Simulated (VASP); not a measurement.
Sr8Ti7BiO23 (a cell with a defect), 39 atoms in the cell. The cell holds a defect, 39 atoms: a = 7.783 Å, b = 7.783 Å, c = 7.783 Å, α = 90.00°, β = 90.00°, γ = 90.00°. 

| Property | Result |
| --- | --- |
| Program | VASP 6.6.1 |
| Task | single point |
| Functional | PBEsol |
| Potentials or basis | VASP PAW PBE potentials, release 64 (Sr_sv, Bi_d, Ti_sv, O) |
| Cutoff | 520 eV |
| k mesh | 1 × 1 × 1, shifted |
| Occupations | fermi-dirac, width 0.05 eV |
| Spin | collinear spin |
| Dipole correction | no |
| Further INCAR settings | LREAL = Auto; ALGO = Normal; EDIFF = 1e-06; NBANDS = 188; ISYM = 0 |

Potentials or basis: VASP PAW PBE potentials, release 64 (Sr_sv, Bi_d, Ti_sv, O).

Run with:

```sh
$ cat potpaw_PBE.64/Sr_sv/POTCAR potpaw_PBE.64/Bi_d/POTCAR potpaw_PBE.64/Ti_sv/POTCAR potpaw_PBE.64/O/POTCAR > POTCAR
$ mpirun -np 1 vasp_std > vasp.out
```

Hardware: 1 thread of Intel(R) Xeon(R) 6975P-C (Granite Rapids) (shared host).

Q: How long does it take, and how much memory?

A: Wall time 15 min on 1 thread of Intel(R) Xeon(R) 6975P-C (Granite Rapids) (shared host), peak memory 0.95 GiB. Counts: scf iterations 18, k points 4.
